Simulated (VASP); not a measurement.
Write the native input for VASP 6.6.1 that does the following.

| Quantity | Value |
| --- | --- |
| Task | relaxation of cell and atoms |
| Functional | PBEsol |
| Potentials or basis | VASP PAW PBE potentials, release 64 (Na_pv, Cl) |
| Cutoff | 600 eV |
| k mesh | 8 × 8 × 8 |
| Occupations | gaussian, width 0.01 eV |
| Spin | no spin polarisation |
| Target pressure | 7 GPa |
| Dipole correction | no |
| Further INCAR settings | ALGO = Normal; EDIFF = 1e-07; IBRION = 2; EDIFFG = -0.002; NSW = 100; ISIF = 3 |

The structure of NaCl lies in POSCAR:

```
NaCl
1.0
    2.8009524961      2.8009524961      0.0000000000
   -2.8009524961      2.8009524961      0.0000000000
    0.0000000000      2.8009524961      2.8009524961
Na Cl
1 1
Direct
    0.0000000000      0.0000000000      0.0000000000
    0.5000000000      0.5000000000      0.0000000000
```

The input as run:

INCAR

```
  ALGO = Normal
  EDIFF = 1E-7
  EDIFFG = -0.002
  ENCUT = 600
  GGA = PS
  IBRION = 2
  ISIF = 3
  ISMEAR = 0
  LASPH = T
  LCHARG = F
  LREAL = F
  LWAVE = F
  NELM = 80
  NSW = 100
  PREC = Accurate
  PSTRESS = 70.0
  SIGMA = 0.01
```

KPOINTS

```
k-points
0
Gamma
  8 8 8
```

Potentials or basis: VASP PAW PBE potentials, release 64 (Na_pv, Cl).

Command:

```sh
$ cat potpaw_PBE.64/Na_pv/POTCAR potpaw_PBE.64/Cl/POTCAR > POTCAR
$ mpirun -np 1 vasp_std > vasp.out
```

Results of the run:

The relaxed volume is 18.43 Å³/atom, the relaxed cell is a = 3.735 Å, b = 3.735 Å, c = 3.735 Å, α = 60.00°, β = 60.00°, γ = 90.00° and the space group after relaxing (to 0.1 Å) is Fm-3m (No. 225). The energy change on relaxing (the run minimises the enthalpy) is +66.1 meV/atom. The ionic steps are 5. The pressure after relaxing is 7.0 GPa. The band gap on the k mesh is 5.77 eV.

Caveat: the cell is relaxed towards a set pressure, so the run minimises the enthalpy, not the energy; the volume moved by over 15 % at a fixed basis, so the end points are rough; the PAW data sets were made with another functional, which shifts forces and pressure a little.

Wall time 42 s on 1 thread of Intel(R) Xeon(R) Platinum 8259CL CPU @ 2.50GHz (Skylake/Cascade Lake) (shared host), peak memory 0.18 GiB.
